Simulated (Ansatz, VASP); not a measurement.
# One calculation of Zr, two programs

The input INCAR:

```
ALGO = Normal ; EDIFF = 1E-8
ENCUT = 520 ; ISIF = 2
ISMEAR = -1 ; LASPH = T
LCHARG = F ; LEFG = T
LREAL = F ; LWAVE = F
NBANDS = 12 ; NELM = 80
PREC = Accurate ; SIGMA = 0.03
```

The input KPOINTS:

```
k-points
0
Gamma
  16 16 16
```

Contents of POSCAR:

```
Zr
1.0
   -1.8039464431      1.8039464431      1.8039464431
    1.8039464431     -1.8039464431      1.8039464431
    1.8039464431      1.8039464431     -1.8039464431
Zr
1
Direct
    0.0000000000      0.0000000000      0.0000000000
```

Input for Ansatz:

```yaml
crystal:
  lattice:
    - [-1.8039464431, 1.8039464431, 1.8039464431]
    - [1.8039464431, -1.8039464431, 1.8039464431]
    - [1.8039464431, 1.8039464431, -1.8039464431]
  atoms:
    - { symbol: Zr, position: [0.0, 0.0, 0.0] }
kpoints:
  mp_grid: { grid: [16, 16, 16] }
scf:
  occupations: { method: fermi_dirac, width: 0.03 }
hamiltonian:
  xc: lda
  pseudopotentials: { kind: all_electron, datasets: crystal }
output:
  forces: true
  stress: true
  eigenvalues: true
  efg: { contact_densities: true }
```

Change from the starting cell: volume scaled by 0.99, crystal datasets.

Alike in both runs: task electric field gradients; functional LDA; k mesh 16 × 16 × 16; occupations fermi-dirac, width 0.03 eV; no spin polarisation.

|  | VASP | Ansatz |
| --- | --- | --- |
| version | VASP 6.6.1 | Ansatz 0.2.0 |
| potentials or method | VASP PAW LDA potentials, release 64 (Zr_sv), cutoff 520 eV | all-electron PAW with datasets made for the crystal, scalar-relativistic |

Ansatz gave:

* pressure (GPa): -8.9

Question: Estimate VASP's values.

Answer: Pressure (GPa): -8.8.

LDA's correlation is that of Perdew and Zunger in VASP and of Perdew and Wang (1992) in Ansatz. Ansatz ran all-electron here, and VASP with PAW potentials.
